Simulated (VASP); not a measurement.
# Pb (P6_3/mmc) in VASP: single point with r2SCAN

Aim: the single point of Pb with r2SCAN.

Program: VASP 6.6.1. These are calculated values, not measurements. Logs are shortened: lines on timing, memory, paths and dates and some standing lists are left out, and cuts for length are marked.

## Step 1: The cell of the first run

Symmetry: P6_3/mmc, No. 194, hexagonal system. The conventional cell has a = 3.573 Å, b = 3.573 Å, c = 5.600 Å, α = 90.00°, β = 90.00°, γ = 120.00°. Pb (site symmetry -6m2) has 12 Pb at 3.48 to 3.57 Å within 4.6 Å.

This isn't the form of Pb at room conditions, which is fcc.

## Step 2: Single point, r2SCAN

Input file POSCAR:

```
Pb
1.0
    3.5730140000      0.0000000000      0.0000000000
   -1.7865070000      3.0943240000      0.0000000000
    0.0000000000      0.0000000000      5.5998030000
Pb
2
Direct
    0.3333300000      0.6666700000      0.2500000000
    0.6666600000      0.3333300000      0.7500000000
```

Input file INCAR.step1:

```
SYSTEM = Pb
PREC = Accurate ; ENCUT = 550
ISMEAR = -1 ; SIGMA = 0.1
LREAL = .False. ; LASPH = .True.
NELM = 120 ; NBANDS = 21
GGA = PE ; ALGO = Normal
EDIFF = 1E-5 ; LWAVE = .True.
LCHARG = .False. ; GGA_COMPAT = .False.
```

Input file INCAR.step2:

```
SYSTEM = Pb
PREC = Accurate ; ENCUT = 550
EDIFF = 1E-6 ; ISMEAR = -1
SIGMA = 0.1 ; LREAL = .False.
LASPH = .True. ; NELM = 120
ALGO = Normal ; ISIF = 2
LWAVE = .False. ; LCHARG = .False.
METAGGA = R2SCAN ; LMIXTAU = .True.
NBANDS = 21 ; ISTART = 1
GGA_COMPAT = .False.
```

Input file KPOINTS:

```
Automatic mesh
0
Gamma
  11 11 6
  0 0 0
```

Potentials or basis: VASP PAW PBE potentials, release 64 (Pb_d).

The run is started by

```sh
cat potpaw_PBE.64/Pb_d/POTCAR > POTCAR
cp INCAR.step1 INCAR
mpirun -np 1 vasp_std > vasp.out
cp INCAR.step2 INCAR
mpirun -np 1 vasp_std > vasp.out
```

OUTCAR:

```text
SYSTEM = Pb
   PREC = Accurate
   ENCUT = 550
   EDIFF = 1E-6
   ISMEAR = -1
   LREAL = .False.
   LASPH = .True.
   NELM = 120
   ISIF = 2
   METAGGA = R2SCAN
   ISTART = 1

 ion  position               nearest neighbor table
   1  0.333  0.667  0.250-   2 3.48   2 3.48   2 3.48   2 3.48   2 3.48   2 3.48
   2  0.667  0.333  0.750-   1 3.48   1 3.48   1 3.48   1 3.48   1 3.48   1 3.48

  LATTYP: Found a hexagonal cell.
 ALAT       =     3.5730140000
 C/A-ratio  =     1.5672491068

  Lattice vectors:

 A1 = (   3.5730140000,   0.0000000000,   0.0000000000)
 A2 = (  -1.7865070000,   3.0943240000,   0.0000000000)
 A3 = (   0.0000000000,   0.0000000000,   5.5998030000)

Analysis of symmetry for initial positions (statically):
=====================================================================
 Subroutine PRICEL returns:
 Original cell was already a primitive cell.

 Routine SETGRP: Setting up the symmetry group for a
 hexagonal supercell.

 Subroutine GETGRP returns: Found  8 space group operations
 (whereof  2 operations were pure point group operations)
 out of a pool of 24 trial point group operations.

The static configuration has the point symmetry C_2 .
 The point group associated with its full space group is D_2h.

Analysis of symmetry for dynamics (positions and initial velocities):
=====================================================================
 Subroutine PRICEL returns:
 Original cell was already a primitive cell.

 Routine SETGRP: Setting up the symmetry group for a
 hexagonal supercell.

 Subroutine GETGRP returns: Found  8 space group operations
 (whereof  2 operations were pure point group operations)
 out of a pool of 24 trial point group operations.

The dynamic configuration has the point symmetry C_2 .
 The point group associated with its full space group is D_2h.

 Subroutine INISYM returns: Found  8 space group operations
 (whereof  2 operations are pure point group operations),
 and found     1 'primitive' translations

----------------------------------------------------------------------------------------

                                     Primitive cell

  volume of cell :      61.9118

  direct lattice vectors                    reciprocal lattice vectors
     3.573014000  0.000000000  0.000000000     0.279875758  0.161586182  0.000000000
    -1.786507000  3.094324000  0.000000000     0.000000000  0.323172363  0.000000000
     0.000000000  0.000000000  5.599803000     0.000000000  0.000000000  0.178577711

  length of vectors
     3.573014000  3.573016692  5.599803000     0.323172607  0.323172363  0.178577711

  position of ions in fractional coordinates (direct lattice)
     0.333330000  0.666670000  0.250000000
     0.666660000  0.333330000  0.750000000

  ion indices of the primitive-cell ions
   primitive index   ion index
                 1           1
                 2           2

----------------------------------------------------------------------------------------

 KPOINTS: Automatic mesh

Automatic generation of k-mesh.
 Grid dimensions read from file:
 generate k-points for:   11   11    6

 Generating k-lattice:

  Cartesian coordinates                     Fractional coordinates (reciprocal lattice)
     0.025443251  0.014689653  0.000000000     0.090909091 -0.000000000  0.000000000
     0.000000000  0.029379306  0.000000000     0.000000000  0.090909091  0.000000000
     0.000000000  0.000000000  0.029762952     0.000000000  0.000000000  0.166666667

  Length of vectors
     0.029379328  0.029379306  0.029762952

  Shift w.r.t. Gamma in fractional coordinates (k-lattice)
     0.000000000  0.000000000  0.000000000

 Subroutine IBZKPT returns following result:
 ===========================================

 Found    144 irreducible k-points:

 Following reciprocal coordinates:
            Coordinates               Weight
  0.000000  0.000000  0.000000      1.000000
  0.090909 -0.000000  0.000000      4.000000
  0.000000  0.090909  0.000000      2.000000
  0.181818  0.000000  0.000000      4.000000
  0.000000  0.181818  0.000000      2.000000
  0.272727 -0.000000  0.000000      4.000000
[... 16 lines left out ...]
  0.454545  0.090909  0.000000      4.000000
 -0.090909 -0.454545  0.000000      2.000000
 [... further k-points ...]
   k-points           NKPTS =    144   k-points in BZ     NKDIM =    144   number of bands    NBANDS=     21
   number of dos      NEDOS =    301   number of ions     NIONS =      2
   total plane-waves  NPLWV =  37632
   dimension x,y,z NGX =    28 NGY =   28 NGZ =   48
   dimension x,y,z NGXF=    56 NGYF=   56 NGZF=   96
   ions per type =               2
   NGX,Y,Z   is equivalent  to a cutoff of  13.03, 13.03, 14.25 a.u.
   NGXF,Y,Z  is equivalent  to a cutoff of  26.06, 26.06, 28.50 a.u.
 SYSTEM =  Pb
   PREC   = accura    normal or accurate (medium, high low for compatibility)
   ISTART =      1    job   : 0-new  1-cont  2-samecut
   ICHARG =      0    charge: 1-file 2-atom 10-const
   ISPIN  =      1    spin polarized calculation?
   LNONCOLLINEAR =      F non collinear calculations
   LSORBIT =      F    spin-orbit coupling
   LASPH  =      T    aspherical Exc in radial PAW
   ENCUT  =  550.0 eV  40.42 Ry    6.36 a.u.   6.83  6.83 10.71*2*pi/ulx,y,z
   NELM   =    120;   NELMIN=  2; NELMDL=  0     # of ELM steps
   EDIFF  = 0.1E-05   stopping-criterion for ELM
   LREAL  =      F    real-space projection
   EDIFFG = 0.1E-04   stopping-criterion for IOM
   NSW    =      0    number of steps for IOM
   IBRION =     -1    ionic relax: 0-MD 1-quasi-New 2-CG
   NFREE  =      0    steps in history (QN), initial steepest desc. (CG)
   ISIF   =      2    stress and relaxation
   ISYM   =      2    0-nonsym 1-usesym 2-fastsym
   POTIM  = 0.5000    time-step for ionic-motion
   TEBEG  =    0.0;   TEEND  =   0.0 temperature during run
   PSTRESS=    0.0 pullay stress
   NELECT =      28.0000    total number of electrons
   NUPDOWN=      -1.0000    fix difference up-down
   EMIN   =  10.00;   EMAX   =-10.00  energy-range for DOS
   EFERMI =   0.00;   METHOD = LEGACY
   ISMEAR =    -1;   SIGMA  =   0.10  broadening in eV -4-tet -1-fermi 0-gaus
   EFERMI_NEDOS =   21; number of points for ismear=-14 and -15
   IALGO  =     38    algorithm
   IMIX   =      4    mixing-type and parameters
     AMIX     =   0.40;   BMIX     =  1.00
     AMIX_MAG =   1.60;   BMIX_MAG =  1.00
  volume/ion in A,a.u.               =      30.96       208.90
  Fermi-wavevector in a.u.,A,eV,Ry     =   1.256617  2.374663 21.484789  1.579087
  Thomas-Fermi vector in A             =   2.390317
   LORBIT       =      0    0 simple, 1 ext, 2 COOP (PROOUT), +10 PAW based schemes
   METAGGA = R2SCAN    functional components
   LHFCALC =     F    Hartree Fock is set to
   AEXX    =    0.0000 exact exchange contribution
   IVDW    =     0    specifies the selected vdW correction
   LEPSILON=     F    determine dielectric tensor
   LRPA    =     F    only Hartree local field effects (RPA)
 non-spin polarized calculation
  energy-cutoff  :      550.00
  volume of cell :       61.91
 maximum number of plane-waves:      1832
   NGX = 13   NGY = 13   NGZ = 21

 number of electron      28.0000002 magnetization

 Free energy of the ion-electron system (eV)
  ---------------------------------------------------
  ext. energy  EPLUGINS =         0.00000000
  ---------------------------------------------------
  free energy    TOTEN  =      -112.53764687 eV

  energy without entropy =     -112.50541140  energy(sigma->0) =     -112.52152913

 E-fermi :   6.9536     XC(G=0): -10.8141

 val. band max:        6.9001279966   @ k =   0.1818   0.1818   0.0000
 cond. band min:       6.9550790254   @ k =  -0.3636   0.1818   0.1667
 fundamental gap:      0.0549510288
 Fermi energy:         6.9536459846

 k-point     1 :       0.0000    0.0000    0.0000
  band No.  band energies     occupation
      1     -10.7475      2.00000
      2     -10.6981      2.00000
      3     -10.6981      2.00000
      4     -10.6952      2.00000
      5     -10.6746      2.00000
      6     -10.6746      2.00000
[... 13 lines left out ...]
     20      16.4356      0.00000
     21      19.1292      0.00000

 k-point     2 :       0.0909   -0.0000    0.0000
  band No.  band energies     occupation
      1     -10.7464      2.00000
      2     -10.7156      2.00000
      3     -10.6809      2.00000
      4     -10.6720      2.00000
      5     -10.6651      2.00000
      6     -10.6639      2.00000
[... 13 lines left out ...]
     20      16.8646      0.00000
     21      18.5650      0.00000

 k-point     3 :       0.0000    0.0909    0.0000
  band No.  band energies     occupation
      1     -10.7464      2.00000
      2     -10.7156      2.00000
      3     -10.6809      2.00000
      4     -10.6720      2.00000
      5     -10.6651      2.00000
      6     -10.6639      2.00000
[... 13 lines left out ...]
     20      16.8646      0.00000
     21      18.5650      0.00000

 k-point     4 :       0.1818    0.0000    0.0000
  band No.  band energies     occupation
      1     -10.7724      2.00000
      2     -10.7046      2.00000
      3     -10.6861      2.00000
      4     -10.6826      2.00000
      5     -10.6617      2.00000
      6     -10.6345      2.00000
[... 13 lines left out ...]
     20      17.5450      0.00000
     21      18.1188      0.00000

 k-point     5 :       0.0000    0.1818    0.0000
  band No.  band energies     occupation
      1     -10.7724      2.00000
      2     -10.7046      2.00000
      3     -10.6861      2.00000
      4     -10.6826      2.00000
      5     -10.6617      2.00000
      6     -10.6345      2.00000
[... 13 lines left out ...]
     20      17.5450      0.00000
     21      18.1188      0.00000

 k-point     6 :       0.2727   -0.0000    0.0000
  band No.  band energies     occupation
      1     -10.8095      2.00000
      2     -10.7185      2.00000
      3     -10.7054      2.00000
      4     -10.7000      2.00000
      5     -10.6364      2.00000
      6     -10.5737      2.00000
[... 13 lines left out ...]
     20      16.6542      0.00000
     21      17.9653      0.00000

 k-point     7 :       0.0000    0.2727    0.0000
  band No.  band energies     occupation
      1     -10.8095      2.00000
      2     -10.7185      2.00000
      3     -10.7054      2.00000
      4     -10.7000      2.00000
      5     -10.6364      2.00000
      6     -10.5737      2.00000
[... 13 lines left out ...]
     20      16.6542      0.00000
     21      17.9653      0.00000
[... 291 lines left out ...]
      1     -10.8328      2.00000
      2     -10.7784      2.00000
      3     -10.7177      2.00000
      4     -10.6996      2.00000
      5     -10.5981      2.00000
      6     -10.5782      2.00000
[... 13 lines left out ...]
     20      14.9542      0.00000
     21      18.7249      0.00000

 k-point    21 :      -0.0909    0.4545    0.0000
  band No.  band energies     occupation
      1     -10.8328      2.00000
      2     -10.7784      2.00000
      3     -10.7176      2.00000
      4     -10.6996      2.00000
      5     -10.5981      2.00000
      6     -10.5782      2.00000
[... 13 lines left out ...]
     20      14.9542      0.00000
     21      18.7250      0.00000

 k-point    22 :      -0.4545    0.3636    0.0000
  band No.  band energies     occupation
      1     -10.8328      2.00000
      2     -10.7784      2.00000
      3     -10.7176      2.00000
      4     -10.6996      2.00000
      5     -10.5981      2.00000
      6     -10.5782      2.00000
[... 13 lines left out ...]
     20      14.9542      0.00000
     21      18.7249      0.00000

 k-point    23 :       0.4545    0.0909    0.0000
  band No.  band energies     occupation
      1     -10.8418      2.00000
      2     -10.7897      2.00000
      3     -10.7212      2.00000
      4     -10.7005      2.00000
      5     -10.5866      2.00000
      6     -10.5859      2.00000
[... 13 lines left out ...]
     20      14.7995      0.00000
     21      18.6528      0.00000

 k-point    24 :      -0.0909   -0.4545    0.0000
  band No.  band energies     occupation
      1     -10.8418      2.00000
      2     -10.7897      2.00000
      3     -10.7212      2.00000
      4     -10.7005      2.00000
      5     -10.5866      2.00000
      6     -10.5859      2.00000
[... 13 lines left out ...]
     20      14.7996      0.00000
     21      18.6529      0.00000

 [... further k-points ...]
[... 5 lines left out ...]
  --------------------------------------------------------------------------------------
  -------------------------------------------------------------------------------------
  Total       -0.3004901     -0.3004860      0.7166741     -0.0000000      0.0000000      0.0000000
  in kB       -7.7762026     -7.7760959     18.5463743     -0.0000000      0.0000000      0.0000000
  external PRESSURE =       0.9980253 kB  Pullay stress =       0.0000000 kB

 VOLUME and BASIS-vectors are now :
 -----------------------------------------------------------------------------
  energy-cutoff  :      550.00
  volume of cell :       61.91
      direct lattice vectors                 reciprocal lattice vectors
     3.573014000  0.000000000  0.000000000     0.279875758  0.161586182  0.000000000
    -1.786507000  3.094324000  0.000000000     0.000000000  0.323172363  0.000000000
     0.000000000  0.000000000  5.599803000     0.000000000  0.000000000  0.178577711

 POSITION                                       TOTAL-FORCE (eV/Angst)
 -----------------------------------------------------------------------------------
     -0.00002      2.06289      1.39995         0.000000     -0.000005      0.000000
      1.78649      1.03143      4.19985        -0.000000      0.000005     -0.000000
 -----------------------------------------------------------------------------------
    total drift:                                0.000000      0.000000      0.000000

  FREE ENERGIE OF THE ION-ELECTRON SYSTEM (eV)
  ---------------------------------------------------
  free  energy   TOTEN  =      -112.5376468698 eV

  energy  without entropy=     -112.5054113966  energy(sigma->0) =     -112.52152913
```

Wall time 18 min (1 thread of Oxide Virtual Turin-like, shared host); peak memory 0.27 GiB.

Results:

- Free energy: -112.5376 eV
- Pressure: 0.1 GPa
- Band gap on the k mesh: zero (bands 14 and 15 overlap by 7.02 eV)

Caveat: the PAW data sets were made with another functional, which shifts forces and pressure a little; spin-orbit coupling is left out, which moves the levels of the heavy elements.

The gap in the log of VASP goes by the Fermi energy; the results here count the filled bands.